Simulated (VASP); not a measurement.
A run of VASP 6.6.1 is set up as follows.

The input INCAR:

```
PREC = Accurate
ENCUT = 600
EDIFF = 1E-6
ISMEAR = 0
SIGMA = 0.1
LREAL = F
LASPH = T
NELM = 80
ALGO = Fast
ISIF = 3
LWAVE = F
LCHARG = F
GGA = PE
IBRION = 2
NSW = 100
EDIFFG = -0.01
```

Contents of KPOINTS:

```
Automatic mesh
0
Gamma
  10 10 10
```

POSCAR

```
CaZr3
1.0
    4.6502065821      0.0000000000      0.0000000000
    0.0000000000      4.6502065821      0.0000000000
    0.0000000000      0.0000000000      4.6502065821
Ca Zr
1 3
Direct
    0.0000000000      0.0000000000      0.0000000000
    0.0000000000      0.5000000000      0.5000000000
    0.5000000000      0.0000000000      0.5000000000
    0.5000000000      0.5000000000      0.0000000000
```

Potentials or basis: VASP PAW PBE potentials, release 64 (Ca_sv, Zr_sv).

The run is started by

```console
$ cat potpaw_PBE.64/Ca_sv/POTCAR potpaw_PBE.64/Zr_sv/POTCAR > POTCAR
$ mpirun -np 1 vasp_std > vasp.out
```

Task: Estimate the relaxed volume.

Result: 25.19 Å³/atom.

Task: What does it give for the space group after relaxing (to 0.05 Å)?

Result: Pm-3m (No. 221).

The path:
```
step  energy change (eV)  largest force (eV/Å)  pressure (GPa)  volume (Å³)
   1              0.0000                0.0000            0.21       100.56
   2              0.0000                0.0000           -0.16       101.04
   3             -0.0001                0.0000            0.03       100.78
```
